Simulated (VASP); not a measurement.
# NaI (I4/mmm) in VASP: notebook, part 2 of 2

VASP 6.6.1. Earlier steps stand in the parts before.

## (5) Single point, PBE (strain -0.0375 x Voigt [1, 0, 0, 0, 0, 0])

INCAR reads:

```
PREC = Accurate ; ENCUT = 500
EDIFF = 1E-6 ; ISMEAR = 0
SIGMA = 0.05 ; LREAL = False
LASPH = True ; NELM = 120
ALGO = Normal ; ISIF = 2
LWAVE = False ; LCHARG = False
GGA = PE ; NBANDS = 14
GGA_COMPAT = False
```

KPOINTS reads:

```
Automatic mesh
0
Gamma
  6 6 6
```

POSCAR reads:

```
NaI
1.0
    0.0000000000      3.2364000000      3.2364000000
    3.1150350000      0.0000000000      3.2364000000
    3.1150350000      3.2364000000      0.0000000000
Na I
1 1
Direct
    0.0000000000      0.0000000000      0.0000000000
    0.5000000000      0.5000000000      0.5000000000
```

Potentials or basis: VASP PAW PBE potentials, release 64 (Na_pv, I).

On the command line:

```bash
cat potpaw_PBE.64/Na_pv/POTCAR potpaw_PBE.64/I/POTCAR > POTCAR
mpirun -np 1 vasp_std > vasp.out
```

OUTCAR:

```text
PREC = Accurate
   ENCUT = 500
   EDIFF = 1E-6
   ISMEAR = 0
   LREAL = False
   LASPH = True
   NELM = 120
   ISIF = 2
   GGA = PE

 ion  position               nearest neighbor table
   1  0.000  0.000  0.000-   2 3.12   2 3.12
   2  0.500  0.500  0.500-   1 3.12   1 3.12

  LATTYP: Found a body centered tetragonal cell.
 ALAT       =     4.5769607733
 C/A-ratio  =     1.3611805538

  Lattice vectors:

 A1 = (  -3.1150350000,   0.0000000000,  -3.2364000000)
 A2 = (  -3.1150350000,   0.0000000000,   3.2364000000)
 A3 = (   3.1150350000,   3.2364000000,   0.0000000000)

Analysis of symmetry for initial positions (statically):
=====================================================================
 Subroutine PRICEL returns:
 Original cell was already a primitive cell.

 Routine SETGRP: Setting up the symmetry group for a
 body centered tetragonal supercell.

 Subroutine GETGRP returns: Found 16 space group operations
 (whereof 16 operations were pure point group operations)
 out of a pool of 16 trial point group operations.

The static configuration has the point symmetry D_4h.
[... 174 lines left out ...]
      4     -10.0429      2.00000
      5       1.0431      2.00000
      6       1.0943      2.00000
      7       1.0943      2.00000
      8       4.8264      0.00000
      9       8.9287      0.00000
     10       8.9287      0.00000
     11       9.1834      0.00000
     12      10.6716      0.00000
     13      11.0955      0.00000
     14      11.5466      0.00000
[... 377 lines left out ...]
      1     -21.3223      2.00000
      2     -21.3208      2.00000
      3     -21.3181      2.00000
      4      -9.6260      2.00000
      5      -0.7533      2.00000
      6      -0.1534      2.00000
      7       0.3556      2.00000
      8       7.2645      0.00000
      9       7.8653      0.00000
     10       9.1105      0.00000
     11       9.7271      0.00000
     12      11.6946      0.00000
     13      12.9841      0.00000
     14      13.9371      0.00000

 [... further k-points ...]

------------------------ aborting loop because EDIFF is reached ----------------------------------------

  FORCE on cell =-STRESS in cart. coord.  units (eV):
  Direction    XX          YY          ZZ          XY          YZ          ZX
  --------------------------------------------------------------------------------------
  -------------------------------------------------------------------------------------
  Total        0.8475757      0.3224814      0.3224814     -0.0000000      0.0000000     -0.0000000
  in kB       20.8099860      7.9176803      7.9176803     -0.0000000      0.0000000     -0.0000000
  external PRESSURE =      12.2151155 kB  Pullay stress =       0.0000000 kB

 VOLUME and BASIS-vectors are now :
 -----------------------------------------------------------------------------
  energy-cutoff  :      500.00
  volume of cell :       65.26
      direct lattice vectors                 reciprocal lattice vectors
     0.000000000  3.236400000  3.236400000    -0.160511840  0.154492646  0.154492646
     3.115035000  0.000000000  3.236400000     0.160511840 -0.154492646  0.154492646
     3.115035000  3.236400000  0.000000000     0.160511840  0.154492646 -0.154492646

 POSITION                                       TOTAL-FORCE (eV/Angst)
 -----------------------------------------------------------------------------------
      0.00000      0.00000      0.00000         0.000000      0.000000      0.000000
      3.11504      3.23640      3.23640         0.000000      0.000000      0.000000
 -----------------------------------------------------------------------------------
    total drift:                                0.000000      0.000000      0.000000

  FREE ENERGIE OF THE ION-ELECTRON SYSTEM (eV)
  ---------------------------------------------------
  free  energy   TOTEN  =        -5.3658867891 eV

  energy  without entropy=       -5.3658867891  energy(sigma->0) =       -5.36588679
```

stdout:

```text
POSCAR found type information on POSCAR NaI
 POSCAR found :  2 types and       2 ions
 scaLAPACK will be used
 LDA part: xc-table for (Slater+PW92), standard interpolation
 POSCAR, INCAR and KPOINTS ok, starting setup
 FFT: planning ... GRIDC
 FFT: planning ... GRID_SOFT
 FFT: planning ... GRID
 WAVECAR not read
 entering main loop
```

It took 26 s on 1 thread of Intel Xeon 8259CL, shared host; peak memory 0.21 GiB.

Results:

| Quantity | Value |
| --- | --- |
| Free energy | -5.3659 eV |
| Pressure | 1.2 GPa |
| Band gap on the k mesh | 3.73 eV |

Caveat: the cell differs from its parent crystal (strain -0.0375 x Voigt [1, 0, 0, 0, 0, 0]); spin-orbit coupling is left out, which moves the levels of the heavy elements.

## (6) Single point, PBE (strain +0.0750 x Voigt [1, 0, 0, 0, 0, 0])

INCAR reads:

```
PREC = Accurate ; ENCUT = 500
EDIFF = 1E-6 ; ISMEAR = 0
SIGMA = 0.05 ; LREAL = False
LASPH = True ; NELM = 120
ALGO = Normal ; ISIF = 2
LWAVE = False ; LCHARG = True
GGA = PE ; LELF = True
LVHAR = True ; NBANDS = 14
GGA_COMPAT = False
```

KPOINTS reads:

```
regular mesh
0
Gamma
  6 6 6
```

POSCAR reads:

```
NaI
1.0
    0.0000000000      3.2364000000      3.2364000000
    3.4791300000      0.0000000000      3.2364000000
    3.4791300000      3.2364000000      0.0000000000
Na I
1 1
Direct
    0.0000000000      0.0000000000      0.0000000000
    0.5000000000      0.5000000000      0.5000000000
```

Potentials or basis: VASP PAW PBE potentials, release 64 (Na_pv, I).

On the command line:

```bash
cat potpaw_PBE.64/Na_pv/POTCAR potpaw_PBE.64/I/POTCAR > POTCAR
mpirun -np 1 vasp_std > vasp.out
```

It took 28 s on 1 thread of Intel Xeon 8259CL, shared host; peak memory 0.21 GiB.

Results (log left out):

```yaml
Free_energy: -5.3694 eV
Pressure: -0.5 GPa
Band_gap_on_the_k_mesh: 3.43 eV
```

Stress tensor (GPa, compression positive):
```
-1.15  0.00  0.00
 0.00 -0.12  0.00
 0.00  0.00 -0.12
```

Levels at points of the mesh, in eV from the valence-band top:
| k point | band 4 | band 5 | band 6 | band 7 | band 8 | band 9 | band 10 | band 11 |
| --- | --- | --- | --- | --- | --- | --- | --- | --- |
| (0.00, 0.00, 0.00) | -10.89 | -0.07 | -0.07 | 0.00 | 3.43 | 7.60 | 8.06 | 8.06 |
| (0.50, 0.00, 0.00) | -10.64 | -1.99 | -0.34 | -0.23 | 5.02 | 7.13 | 7.61 | 8.18 |
| (0.50, 0.50, 0.00) | -10.56 | -1.72 | -0.88 | -0.60 | 4.40 | 5.60 | 9.55 | 10.23 |
| (0.00, 0.50, 0.50) | -10.62 | -1.71 | -0.60 | -0.60 | 4.46 | 5.75 | 9.02 | 11.06 |

Caveat: the cell differs from its parent crystal (strain +0.0750 x Voigt [1, 0, 0, 0, 0, 0]); spin-orbit coupling is left out, which moves the levels of the heavy elements.

## (7) Overview

| cell | gap on the mesh (eV) | pressure (GPa) |
| --- | --- | --- |
| a = 4.577, b = 4.248, c = 4.248 Å, angles 65.2, 57.4, 57.4°, 2 atoms | 4.08 | 6.4 |
| a = 4.577, b = 4.327, c = 4.327 Å, angles 63.9, 58.1, 58.1°, 2 atoms | 3.95 | 4.0 |
| a = 4.577, b = 4.409, c = 4.409 Å, angles 62.5, 58.7, 58.7°, 2 atoms | 3.84 | 2.4 |
| a = 4.577, b = 4.492, c = 4.492 Å, angles 61.3, 59.4, 59.4°, 2 atoms | 3.73 | 1.2 |
| a = 4.577, b = 4.752, c = 4.752 Å, angles 57.6, 61.2, 61.2°, 2 atoms | 3.43 | -0.5 |

Alike in all rows: task single point; level PBE; potentials or basis VASP PAW PBE potentials, release 64 (Na_pv, I); no spin polarisation; k mesh 6 × 6 × 6; cutoff (eV) 500; smearing gaussian 0.05 eV.

Caveats: spin-orbit coupling is left out, which moves the levels of the heavy elements; the stress differs along the axes, from 2 to 15 GPa (at least some runs); the stress differs along the axes, from 2 to 9 GPa (at least some runs).

Absolute energies hang on the potentials; compare differences alone.
